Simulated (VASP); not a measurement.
# Co (Im-3m) in VASP: single point with PBE

Aim: the single point of Co with PBE.

Everything below comes from runs of VASP 6.6.1. Logs are shortened: lines on timing, memory, paths and dates and some standing lists are left out, and cuts for length are marked.

### Step 1. The cell of the first run

It takes space group Im-3m (No. 229, cubic). The conventional cell has a = 2.811 Å, b = 2.811 Å, c = 2.811 Å, α = 90.00°, β = 90.00°, γ = 90.00°. Within 3.2 Å of Co (site symmetry m-3m) lie 14 Co at 2.43 to 2.81 Å.

### Step 2. Single point, PBE, collinear spin, ferromagnetic start

Contents of INCAR:

```
PREC = Accurate
ENCUT = 520
EDIFF = 1E-7
ISMEAR = 0
SIGMA = 0.05
LREAL = False
LASPH = True
NELM = 150
ALGO = Fast
ISIF = 2
LWAVE = False
LCHARG = True
ISPIN = 2
MAGMOM = 1.5
LORBIT = 11
LMAXMIX = 4
GGA = PE
LELF = True
LVHAR = True
NBANDS = 14
```

Contents of KPOINTS:

```
regular mesh
0
Gamma
  10 10 10
```

Contents of POSCAR:

```
Co
1.0
   -1.4055224055      1.4055224055      1.4055224055
    1.4055224055     -1.4055224055      1.4055224055
    1.4055224055      1.4055224055     -1.4055224055
Co
1
Direct
    0.0000000000      0.0000000000      0.0000000000
```

Potentials or basis: VASP PAW PBE potentials, release 64 (Co).

Command:

```
cat potpaw_PBE.64/Co/POTCAR > POTCAR
mpirun -np 1 vasp_std > vasp.out
```

OUTCAR:

```text
PREC = Accurate
   ENCUT = 520
   EDIFF = 1E-7
   ISMEAR = 0
   LREAL = False
   LASPH = True
   NELM = 150
   ISIF = 2
   ISPIN = 2
   LORBIT = 11
   GGA = PE

 ion  position               nearest neighbor table
   1  0.000  0.000  0.000-

  LATTYP: Found a body centered cubic cell.
 ALAT       =     2.8110448110

  Lattice vectors:

 A1 = (  -1.4055224055,   1.4055224055,   1.4055224055)
 A2 = (   1.4055224055,  -1.4055224055,   1.4055224055)
 A3 = (   1.4055224055,   1.4055224055,  -1.4055224055)

Analysis of symmetry for initial positions (statically):
=====================================================================
 Subroutine PRICEL returns:
 Original cell was already a primitive cell.

 Routine SETGRP: Setting up the symmetry group for a
 body centered cubic supercell.

 Subroutine GETGRP returns: Found 48 space group operations
 (whereof 48 operations were pure point group operations)
 out of a pool of 48 trial point group operations.

The static configuration has the point symmetry O_h .

Analysis of symmetry for dynamics (positions and initial velocities):
=====================================================================
 Subroutine PRICEL returns:
 Original cell was already a primitive cell.

 Routine SETGRP: Setting up the symmetry group for a
 body centered cubic supercell.

 Subroutine GETGRP returns: Found 48 space group operations
 (whereof 48 operations were pure point group operations)
 out of a pool of 48 trial point group operations.

The dynamic configuration has the point symmetry O_h .

Analysis of structural, dynamic, and magnetic symmetry:
=====================================================================
 Subroutine PRICEL returns:
 Original cell was already a primitive cell.

 Routine SETGRP: Setting up the symmetry group for a
 body centered cubic supercell.

 Subroutine GETGRP returns: Found 48 space group operations
 (whereof 48 operations were pure point group operations)
 out of a pool of 48 trial point group operations.

The overall configuration has the point symmetry O_h .

 Subroutine INISYM returns: Found 48 space group operations
 (whereof 48 operations are pure point group operations),
 and found     1 'primitive' translations

----------------------------------------------------------------------------------------

                                     Primitive cell

  volume of cell :      11.1064

  direct lattice vectors                    reciprocal lattice vectors
    -1.405522405  1.405522405  1.405522405     0.000000000  0.355739615  0.355739615
     1.405522405 -1.405522405  1.405522405     0.355739615  0.000000000  0.355739615
     1.405522405  1.405522405 -1.405522405     0.355739615  0.355739615  0.000000000

  length of vectors
     2.434436218  2.434436218  2.434436218     0.503091789  0.503091789  0.503091789

  position of ions in fractional coordinates (direct lattice)
     0.000000000  0.000000000  0.000000000

  ion indices of the primitive-cell ions
   primitive index   ion index
                 1           1

----------------------------------------------------------------------------------------

 KPOINTS: regular mesh

Automatic generation of k-mesh.
 Grid dimensions read from file:
 generate k-points for:   10   10   10

 Generating k-lattice:

  Cartesian coordinates                     Fractional coordinates (reciprocal lattice)
     0.000000000  0.035573962  0.035573962     0.100000000  0.000000000  0.000000000
     0.035573962  0.000000000  0.035573962     0.000000000  0.100000000  0.000000000
     0.035573962  0.035573962  0.000000000     0.000000000  0.000000000  0.100000000

  Length of vectors
     0.050309179  0.050309179  0.050309179

  Shift w.r.t. Gamma in fractional coordinates (k-lattice)
     0.000000000  0.000000000  0.000000000

 Subroutine IBZKPT returns following result:
 ===========================================

 Found     47 irreducible k-points:

 Following reciprocal coordinates:
            Coordinates               Weight
  0.000000  0.000000  0.000000      1.000000
  0.100000  0.000000  0.000000     12.000000
  0.200000  0.000000  0.000000     12.000000
  0.300000  0.000000  0.000000     12.000000
  0.400000  0.000000  0.000000     12.000000
  0.500000  0.000000  0.000000      6.000000
[... 16 lines left out ...]
  0.300000  0.300000  0.100000      8.000000
 -0.300000  0.300000  0.100000     24.000000
 [... further k-points ...]
   k-points           NKPTS =     47   k-points in BZ     NKDIM =     47   number of bands    NBANDS=     14
   number of dos      NEDOS =    301   number of ions     NIONS =      1
   total plane-waves  NPLWV =   5832
   dimension x,y,z NGX =    18 NGY =   18 NGZ =   18
   dimension x,y,z NGXF=    36 NGYF=   36 NGZF=   36
   ions per type =               1
   NGX,Y,Z   is equivalent  to a cutoff of  12.29, 12.29, 12.29 a.u.
   NGXF,Y,Z  is equivalent  to a cutoff of  24.58, 24.58, 24.58 a.u.
 SYSTEM =  unknown system
   PREC   = accura    normal or accurate (medium, high low for compatibility)
   ISTART =      0    job   : 0-new  1-cont  2-samecut
   ICHARG =      2    charge: 1-file 2-atom 10-const
   ISPIN  =      2    spin polarized calculation?
   LNONCOLLINEAR =      F non collinear calculations
   LSORBIT =      F    spin-orbit coupling
   LASPH  =      T    aspherical Exc in radial PAW
   ENCUT  =  520.0 eV  38.22 Ry    6.18 a.u.   4.53  4.53  4.53*2*pi/ulx,y,z
   NELM   =    150;   NELMIN=  2; NELMDL= -5     # of ELM steps
   EDIFF  = 0.1E-06   stopping-criterion for ELM
   LREAL  =      F    real-space projection
   EDIFFG = 0.1E-05   stopping-criterion for IOM
   NSW    =      0    number of steps for IOM
   IBRION =     -1    ionic relax: 0-MD 1-quasi-New 2-CG
   NFREE  =      0    steps in history (QN), initial steepest desc. (CG)
   ISIF   =      2    stress and relaxation
   ISYM   =      2    0-nonsym 1-usesym 2-fastsym
   POTIM  = 0.5000    time-step for ionic-motion
   TEBEG  =    0.0;   TEEND  =   0.0 temperature during run
   PSTRESS=    0.0 pullay stress
   NELECT =       9.0000    total number of electrons
   NUPDOWN=      -1.0000    fix difference up-down
   EMIN   =  10.00;   EMAX   =-10.00  energy-range for DOS
   EFERMI =   0.00;   METHOD = LEGACY
   ISMEAR =     0;   SIGMA  =   0.05  broadening in eV -4-tet -1-fermi 0-gaus
   EFERMI_NEDOS =   21; number of points for ismear=-14 and -15
   IALGO  =     68    algorithm
   IMIX   =      4    mixing-type and parameters
     AMIX     =   0.40;   BMIX     =  1.00
     AMIX_MAG =   1.60;   BMIX_MAG =  1.00
  volume/ion in A,a.u.               =      11.11        74.95
  Fermi-wavevector in a.u.,A,eV,Ry     =   1.526270  2.884231 31.694753  2.329499
  Thomas-Fermi vector in A             =   2.634326
   LORBIT       =     11    0 simple, 1 ext, 2 COOP (PROOUT), +10 PAW based schemes
   GGA     = PE    functional components
   LHFCALC =     F    Hartree Fock is set to
   AEXX    =    0.0000 exact exchange contribution
   IVDW    =     0    specifies the selected vdW correction
   LEPSILON=     F    determine dielectric tensor
   LRPA    =     F    only Hartree local field effects (RPA)
 spin polarized calculation
 RMM-DIIS sequential band-by-band and
 Gauss-broadening in eV      SIGMA  =   0.05
  energy-cutoff  :      520.00
  volume of cell :       11.11
 maximum number of plane-waves:       321
   NGX =  9   NGY =  9   NGZ =  9

 number of electron       8.9999994 magnetization       1.8218988

 Free energy of the ion-electron system (eV)
  ---------------------------------------------------
  ext. energy  EPLUGINS =         0.00000000
  ---------------------------------------------------
  free energy    TOTEN  =        -6.95181896 eV

  energy without entropy =       -6.94966491  energy(sigma->0) =       -6.95074194

 E-fermi :  10.2572     XC(G=0): -13.2739

 val. band max:       10.2563076118   @ k =   0.5000   0.5000   0.1000
 cond. band min:      10.2572507535   @ k =  -0.3000   0.3000   0.2000
 fundamental gap:      0.0009431417
 Fermi energy:        10.2571748979

 spin component 1

 k-point     1 :       0.0000    0.0000    0.0000
  band No.  band energies     occupation
      1       1.1226      1.00000
      2       7.2017      1.00000
      3       7.2017      1.00000
      4       7.2017      1.00000
      5       8.2229      1.00000
      6       8.2229      1.00000
      7      35.4181      0.00000
      8      35.4181      0.00000
      9      35.4181      0.00000
     10      40.5042      0.00000
     11      40.5042      0.00000
     12      42.1991      0.00000
     13      42.1991      0.00000
     14      42.2027      0.00000
[... 375 lines left out ...]
 k-point    24 :      -0.3000    0.3000    0.1000
  band No.  band energies     occupation
      1       4.3908      1.00000
      2       6.7663      1.00000
      3       6.9622      1.00000
      4       7.9863      1.00000
      5       8.6300      1.00000
      6       8.7285      1.00000
      7      23.3174      0.00000
      8      29.6397      0.00000
      9      29.7302      0.00000
     10      36.4033      0.00000
     11      37.0036      0.00000
     12      39.6962      0.00000
     13      49.3214      0.00000
     14      49.5494      0.00000

 [... further k-points ...]

 spin component 2

 k-point     1 :       0.0000    0.0000    0.0000
  band No.  band energies     occupation
      1       1.1949      1.00000
      2       8.7938      1.00000
      3       8.7938      1.00000
      4       8.7938      1.00000
      5      10.6485      0.00000
      6      10.6485      0.00000
      7      35.1956      0.00000
      8      35.1956      0.00000
      9      35.1956      0.00000
     10      40.6272      0.00000
     11      40.6272      0.00000
     12      43.0811      0.00000
     13      43.0814      0.00000
     14      43.0814      0.00000
[... 375 lines left out ...]
 k-point    24 :      -0.3000    0.3000    0.1000
  band No.  band energies     occupation
      1       4.7241      1.00000
      2       8.2645      1.00000
      3       8.5181      1.00000
      4       9.9915      1.00000
      5      10.3562      0.00255
      6      11.0426      0.00000
      7      23.8697      0.00000
      8      29.8309      0.00000
      9      30.1354      0.00000
     10      36.7129      0.00000
     11      37.2835      0.00000
     12      40.0266      0.00000
     13      49.5431      0.00000
     14      49.7534      0.00000

 [... further k-points ...]
[... 5 lines left out ...]
  --------------------------------------------------------------------------------------
  -------------------------------------------------------------------------------------
  Total        0.0252600      0.0252600      0.0252600     -0.0000000      0.0000000      0.0000000
  in kB        3.6439402      3.6439402      3.6439402     -0.0000000      0.0000000      0.0000000
  external PRESSURE =       3.6439402 kB  Pullay stress =       0.0000000 kB

 VOLUME and BASIS-vectors are now :
 -----------------------------------------------------------------------------
  energy-cutoff  :      520.00
  volume of cell :       11.11
      direct lattice vectors                 reciprocal lattice vectors
    -1.405522405  1.405522405  1.405522405     0.000000000  0.355739615  0.355739615
     1.405522405 -1.405522405  1.405522405     0.355739615  0.000000000  0.355739615
     1.405522405  1.405522405 -1.405522405     0.355739615  0.355739615  0.000000000

 POSITION                                       TOTAL-FORCE (eV/Angst)
 -----------------------------------------------------------------------------------
      0.00000      0.00000      0.00000         0.000000      0.000000      0.000000
 -----------------------------------------------------------------------------------
    total drift:                                0.000000      0.000000      0.000000

  FREE ENERGIE OF THE ION-ELECTRON SYSTEM (eV)
  ---------------------------------------------------
  free  energy   TOTEN  =        -6.9518189599 eV

  energy  without entropy=       -6.9496649105  energy(sigma->0) =       -6.95074194

 total charge

# of ion       s       p       d       tot
------------------------------------------
    1        0.483   0.521   7.216   8.219

 magnetization (x)

# of ion       s       p       d       tot
------------------------------------------
    1       -0.001  -0.041   1.880   1.839
```

It took 48 s on 1 thread of Intel Xeon 8259CL, shared host; peak memory 0.13 GiB.

What came out:

- Free energy: -6.9518 eV
- Pressure: 0.4 GPa
- Net moment: 1.82 μB per cell
- Site moments: Co +1.84 μB
- Valence electrons inside the program's atomic spheres: Co 8.22

Levels at points of the mesh, in eV from the Fermi level:
Spin up:
| k point | band 2 | band 3 | band 4 | band 5 | band 6 | band 7 | band 8 | band 9 |
| --- | --- | --- | --- | --- | --- | --- | --- | --- |
| (0.00, 0.00, 0.00) | -3.06 | -3.06 | -3.06 | -2.03 | -2.03 | 25.16 | 25.16 | 25.16 |
| (0.50, 0.00, 0.00) | -4.02 | -1.96 | -1.88 | -0.66 | -0.08 | 6.24 | 18.20 | 19.58 |
| (0.50, 0.50, 0.50) | -5.37 | -0.90 | -0.90 | -0.90 | 9.37 | 9.37 | 9.37 | 14.98 |
Spin down:
```
           k point  band 1  band 2  band 3  band 4  band 5  band 6  band 7  band 8
(0.00, 0.00, 0.00)   -9.06   -1.46   -1.46   -1.46    0.39    0.39   24.94   24.94
(0.50, 0.00, 0.00)   -4.35   -2.58   -0.06    0.24    0.60    1.18    7.31   18.24
(0.50, 0.50, 0.50)   -3.71   -3.71    0.92    0.92    0.92    9.50    9.50    9.50
```
